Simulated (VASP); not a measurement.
# Be8Se7S (P1) in VASP: single point with PBEsol

Aim: the single point of Be8Se7S with PBEsol.

Program: VASP 6.6.1. These are calculated values, not measurements. Logs are shortened: lines on timing, memory, paths and dates and some standing lists are left out, and cuts for length are marked.

## (1) The cell of the first run

The typed cell holds 64 atoms: a = 10.184 Å, b = 10.184 Å, c = 10.184 Å, α = 90.00°, β = 90.00°, γ = 90.00°.

## (2) Single point, PBEsol

INCAR

```
PREC     = Accurate       # precision mode
ENCUT    = 520            # plane-wave cutoff, eV
EDIFF    = 1E-7           # SCF threshold, eV
ISMEAR   = -1             # smearing method
SIGMA    = 0.05           # smearing width, eV
LREAL    = Auto         
LASPH    = True           # aspherical terms in the spheres
NELM     = 60             # most SCF steps
ALGO     = Normal         # electronic algorithm
ISIF     = 2              # what is computed and relaxed
LWAVE    = False          # write WAVECAR
LCHARG   = False          # write CHGCAR
GGA      = PS             # functional
ISYM     = 0            
NBANDS   = 166            # bands
```

KPOINTS

```
Automatic mesh
0
Gamma
  1 1 1
  0.25 0.25 0.25
```

POSCAR

```
Be8Se7S
1.0
   10.1842409908      0.0000000000      0.0000000000
    0.0000000000     10.1842409908      0.0000000000
    0.0000000000      0.0000000000     10.1842409908
Be Se S
32 28 4
Direct
    0.0005980000      0.0007090000      0.9993600000
    0.0048210000      0.0044140000      0.5039650000
    0.0000040000      0.5001020000      0.9982270000
    0.0000990000      0.4996830000      0.4987810000
    0.4940140000      0.9947810000      0.0031070000
    0.4992840000      0.0004760000      0.4985290000
    0.4945690000      0.4952830000      0.0041760000
    0.5039520000      0.5051430000      0.5036210000
    0.2547210000      0.2548520000      0.0042230000
    0.2454180000      0.2450140000      0.5035360000
    0.2553460000      0.7554470000      0.0031220000
    0.2499820000      0.7495900000      0.4985700000
    0.7493300000      0.2500150000      0.9981600000
    0.7492210000      0.2503990000      0.4987780000
    0.7486670000      0.7493450000      0.9992980000
    0.7446150000      0.7457730000      0.5038650000
    0.2546600000      0.9952950000      0.2447010000
    0.2454380000      0.0049940000      0.7453460000
    0.2552230000      0.4947860000      0.2458050000
    0.2500390000      0.5004670000      0.7503310000
    0.7493000000      0.0001400000      0.2507590000
    0.7492020000      0.9997050000      0.7501290000
    0.7486610000      0.5007810000      0.2496230000
    0.7445980000      0.5043060000      0.7450570000
    0.0006250000      0.2493620000      0.2496270000
    0.0046510000      0.2458140000      0.7450810000
    0.0000460000      0.7499940000      0.2507420000
    0.0000710000      0.7504160000      0.7501440000
    0.4940300000      0.2553310000      0.2458020000
    0.4992970000      0.2496200000      0.7503720000
    0.4945910000      0.7547540000      0.2447310000
    0.5038550000      0.7450520000      0.7454180000
    0.1279270000      0.1253820000      0.1247630000
    0.1278930000      0.6253880000      0.1247530000
    0.1251980000      0.6253710000      0.6248060000
    0.6220490000      0.1254080000      0.1247480000
    0.6247400000      0.1253990000      0.6247860000
    0.6219960000      0.6254050000      0.1247210000
    0.3749890000      0.3753980000      0.6247390000
    0.3749500000      0.8753520000      0.6247670000
    0.8749760000      0.3754010000      0.1247130000
    0.8749610000      0.3753450000      0.6247780000
    0.8749610000      0.8753730000      0.1248730000
    0.8750030000      0.8754010000      0.6247410000
    0.3735770000      0.1254340000      0.3734650000
    0.3736360000      0.1252870000      0.8761270000
    0.3762330000      0.6253440000      0.3734850000
    0.3762710000      0.6254070000      0.8761160000
    0.8763430000      0.1253130000      0.3761650000
    0.8763400000      0.1254280000      0.8734490000
    0.8736180000      0.6254640000      0.3761500000
    0.8736440000      0.6252560000      0.8734760000
    0.1266380000      0.3739900000      0.3748060000
    0.1264880000      0.3740940000      0.8748470000
    0.1265320000      0.8766840000      0.3747550000
    0.1266220000      0.8767400000      0.8747740000
    0.6233060000      0.3767140000      0.3748500000
    0.6233910000      0.3766950000      0.8748440000
    0.6234240000      0.8740160000      0.3747650000
    0.6232420000      0.8740370000      0.8747990000
    0.1253270000      0.1254420000      0.6248460000
    0.6247650000      0.6254670000      0.6248390000
    0.3750140000      0.3754430000      0.1250150000
    0.3750350000      0.8754620000      0.1246920000
```

Potentials or basis: VASP PAW PBE potentials, release 64 (Be, Se, S).

The run is started by

```
$ cat potpaw_PBE.64/Be/POTCAR potpaw_PBE.64/Se/POTCAR potpaw_PBE.64/S/POTCAR > POTCAR
$ mpirun -np 1 vasp_std > vasp.out
```

OUTCAR:

```text
PREC = Accurate
   ENCUT = 520
   EDIFF = 1E-7
   ISMEAR = -1
   LREAL = Auto
   LASPH = True
   NELM = 60
   ISIF = 2
   GGA = PS
   ISYM = 0

 ion  position               nearest neighbor table
   1  0.001  0.001  0.999-  56 2.20  50 2.20  43 2.21  33 2.22
   2  0.005  0.004  0.504-  61 2.13  49 2.22  55 2.23  44 2.23
   3  0.000  0.500  0.998-  54 2.21  41 2.21  52 2.21  34 2.23
   4  0.000  0.500  0.499-  51 2.20  42 2.21  53 2.21  35 2.22
   5  0.494  0.995  0.003-  64 2.12  46 2.22  60 2.23  36 2.24
   6  0.499  0.000  0.499-  59 2.20  40 2.21  45 2.21  37 2.21
[... 56 lines left out ...]
  63  0.375  0.375  0.125-  29 2.12  19 2.12   7 2.12   9 2.13
  64  0.375  0.875  0.125-   5 2.12  17 2.12  31 2.12  11 2.12

IMPORTANT INFORMATION: All symmetrisations will be switched off!
NOSYMM: (Re-)initialisation of all symmetry stuff for point group C_1.

----------------------------------------------------------------------------------------

                                     Primitive cell

  volume of cell :    1056.2969

  direct lattice vectors                    reciprocal lattice vectors
    10.184240991  0.000000000  0.000000000     0.098190921  0.000000000  0.000000000
     0.000000000 10.184240991  0.000000000     0.000000000  0.098190921  0.000000000
     0.000000000  0.000000000 10.184240991     0.000000000  0.000000000  0.098190921

  length of vectors
    10.184240991 10.184240991 10.184240991     0.098190921  0.098190921  0.098190921

  position of ions in fractional coordinates (direct lattice)
     0.000598000  0.000709000  0.999360000
     0.004821000  0.004414000  0.503965000
     0.000004000  0.500102000  0.998227000
     0.000099000  0.499683000  0.498781000
     0.494014000  0.994781000  0.003107000
     0.499284000  0.000476000  0.498529000
[... 56 lines left out ...]
     0.375014000  0.375443000  0.125015000
     0.375035000  0.875462000  0.124692000

  ion indices of the primitive-cell ions
   primitive index   ion index
                 1           1
                 2           2
                 3           3
                 4           4
                 5           5
                 6           6
[... 56 lines left out ...]
                63          63
                64          64

----------------------------------------------------------------------------------------

[... 49 lines left out ...]
   LREAL  =      T    real-space projection
   EDIFFG = 0.1E-05   stopping-criterion for IOM
   NSW    =      0    number of steps for IOM
   IBRION =     -1    ionic relax: 0-MD 1-quasi-New 2-CG
   NFREE  =      0    steps in history (QN), initial steepest desc. (CG)
   ISIF   =      2    stress and relaxation
   ISYM   =      0    0-nonsym 1-usesym 2-fastsym
   POTIM  = 0.5000    time-step for ionic-motion
   TEBEG  =    0.0;   TEEND  =   0.0 temperature during run
   PSTRESS=    0.0 pullay stress
   NELECT =     256.0000    total number of electrons
   NUPDOWN=      -1.0000    fix difference up-down
   EMIN   =  10.00;   EMAX   =-10.00  energy-range for DOS
   EFERMI =   0.00;   METHOD = LEGACY
   ISMEAR =    -1;   SIGMA  =   0.05  broadening in eV -4-tet -1-fermi 0-gaus
   EFERMI_NEDOS =   21; number of points for ismear=-14 and -15
   IALGO  =     38    algorithm
   IMIX   =      4    mixing-type and parameters
     AMIX     =   0.40;   BMIX     =  1.00
     AMIX_MAG =   1.60;   BMIX_MAG =  1.00
  volume/ion in A,a.u.               =      16.50       111.38
  Fermi-wavevector in a.u.,A,eV,Ry     =   1.020688  1.928820 14.174591  1.041803
  Thomas-Fermi vector in A             =   2.154271
   LORBIT       =      0    0 simple, 1 ext, 2 COOP (PROOUT), +10 PAW based schemes
   GGA     = PS    functional components
   LHFCALC =     F    Hartree Fock is set to
   AEXX    =    0.0000 exact exchange contribution
   IVDW    =     0    specifies the selected vdW correction
   LEPSILON=     F    determine dielectric tensor
   LRPA    =     F    only Hartree local field effects (RPA)
 non-spin polarized calculation
  energy-cutoff  :      520.00
  volume of cell :     1056.30
 maximum number of plane-waves:     28426
 NGX is ok and might be reduce to    80
   NGX = 37   NGY = 37   NGZ = 37

 number of electron     255.9999993 magnetization

 Free energy of the ion-electron system (eV)
  ---------------------------------------------------
  ext. energy  EPLUGINS =         0.00000000
  ---------------------------------------------------
  free energy    TOTEN  =      -306.54944842 eV

  energy without entropy =     -306.54944842  energy(sigma->0) =     -306.54944842

 E-fermi :   4.5580     XC(G=0):  -9.6634

 val. band max:        3.3072327613   @ k =  -0.2500   0.2500   0.2500
 cond. band min:       6.5102544401   @ k =   0.2500   0.2500   0.2500
 fundamental gap:      3.2030216788
 Fermi energy:         4.5580195597

 k-point     1 :       0.2500    0.2500    0.2500
  band No.  band energies     occupation
      1     -10.2503      2.00000
      2      -9.8687      2.00000
      3      -9.8536      2.00000
      4      -9.8363      2.00000
      5      -9.5368      2.00000
      6      -9.5169      2.00000
[... 561 lines left out ...]
    139       7.9990      0.00000
    140       8.0320      0.00000
 [bands above 140 left out]

------------------------ aborting loop because EDIFF is reached ----------------------------------------

  FORCE on cell =-STRESS in cart. coord.  units (eV):
  Direction    XX          YY          ZZ          XY          YZ          ZX
  --------------------------------------------------------------------------------------
  -------------------------------------------------------------------------------------
  Total        1.9141920      1.8750015      1.7896508     -0.5082665     -0.4880756     -0.5032313
  in kB        2.9034213      2.8439778      2.7145189     -0.7709320     -0.7403067     -0.7632947
  external PRESSURE =       2.8206394 kB  Pullay stress =       0.0000000 kB

 VOLUME and BASIS-vectors are now :
 -----------------------------------------------------------------------------
  energy-cutoff  :      520.00
  volume of cell :     1056.30
      direct lattice vectors                 reciprocal lattice vectors
    10.184240991  0.000000000  0.000000000     0.098190921  0.000000000  0.000000000
     0.000000000 10.184240991  0.000000000     0.000000000  0.098190921  0.000000000
     0.000000000  0.000000000 10.184240991     0.000000000  0.000000000  0.098190921

 POSITION                                       TOTAL-FORCE (eV/Angst)
 -----------------------------------------------------------------------------------
      0.00609      0.00722     10.17772         0.025742      0.027728      0.025348
      0.04910      0.04495      5.13250         0.024288      0.024435      0.024801
      0.00004      5.09316     10.16618         0.025348      0.026846      0.023953
      0.00101      5.08889      5.07971         0.025784      0.026205      0.026231
      5.03116     10.13109      0.03164         0.022565      0.021012      0.030353
      5.08483      0.00485      5.07714         0.025780      0.028592      0.028361
[... 56 lines left out ...]
      3.81923      3.82360      1.27318        -0.030321     -0.027496     -0.031203
      3.81945      8.91592      1.26989        -0.029373     -0.028656     -0.031173
 -----------------------------------------------------------------------------------
    total drift:                                0.003604      0.005361      0.004871

  FREE ENERGIE OF THE ION-ELECTRON SYSTEM (eV)
  ---------------------------------------------------
  free  energy   TOTEN  =      -306.5494484214 eV

  energy  without entropy=     -306.5494484213  energy(sigma->0) =     -306.54944842
```

Wall time 36 min (1 thread of Oxide Virtual Turin-like, shared host); peak memory 1.2 GiB.

Results:

```
Free energy            : -306.5494 eV
Pressure               : 0.3 GPa
Largest force          : 0.064 eV/Å
Band gap on the k mesh : 3.20 eV
```

Forces in eV/Å, atoms in the order of the input:
```
Be   0.026  0.028  0.025
Be   0.024  0.024  0.025
Be   0.025  0.027  0.024
Be   0.026  0.026  0.026
Be   0.023  0.021  0.030
Be   0.026  0.029  0.028
Be   0.022  0.023  0.033
Be   0.026  0.028  0.029
Be   0.030  0.029  0.030
Be   0.020  0.022  0.033
Be   0.025  0.026  0.031
Be   0.026  0.027  0.026
Be   0.024  0.024  0.028
Be   0.025  0.027  0.027
Be   0.028  0.028  0.027
Be   0.021  0.024  0.030
Be   0.031  0.022  0.023
Be   0.020  0.034  0.020
Be   0.030  0.020  0.022
Be   0.023  0.028  0.028
Be   0.025  0.025  0.025
Be   0.026  0.025  0.028
Be   0.027  0.025  0.025
Be   0.022  0.030  0.021
Be   0.025  0.026  0.024
Be   0.033  0.020  0.020
Be   0.023  0.025  0.026
Be   0.026  0.025  0.027
Be   0.021  0.031  0.024
Be   0.024  0.026  0.027
Be   0.021  0.034  0.022
Be   0.030  0.021  0.017
Se  -0.047 -0.028 -0.022
Se  -0.044 -0.024 -0.020
Se  -0.023 -0.021 -0.031
Se  -0.002 -0.029 -0.017
Se  -0.032 -0.025 -0.030
Se  -0.008 -0.033 -0.016
Se  -0.023 -0.019 -0.030
Se  -0.026 -0.019 -0.024
Se  -0.028 -0.022 -0.027
Se  -0.027 -0.015 -0.024
Se  -0.028 -0.018 -0.027
Se  -0.025 -0.017 -0.028
Se  -0.004 -0.030 -0.014
Se  -0.014 -0.023 -0.037
Se  -0.031 -0.033 -0.012
Se  -0.035 -0.025 -0.036
Se  -0.035 -0.032 -0.037
Se  -0.042 -0.027 -0.014
Se  -0.012 -0.029 -0.039
Se  -0.015 -0.025 -0.015
Se  -0.038 -0.011 -0.025
Se  -0.033 -0.022 -0.026
Se  -0.042 -0.036 -0.026
Se  -0.035 -0.047 -0.026
Se  -0.013 -0.040 -0.026
Se  -0.008 -0.040 -0.028
Se  -0.011 -0.015 -0.027
Se  -0.005 -0.014 -0.028
S   -0.024 -0.025 -0.027
S   -0.033 -0.027 -0.027
S   -0.030 -0.027 -0.031
S   -0.029 -0.029 -0.031
```

Stress tensor (GPa, compression positive):
```
 0.29 -0.08 -0.08
-0.08  0.28 -0.07
-0.08 -0.07  0.27
```

Caveat: the PAW data sets were made with another functional, which shifts forces and pressure a little; a shifted mesh leaves out Γ, where band edges can lie.
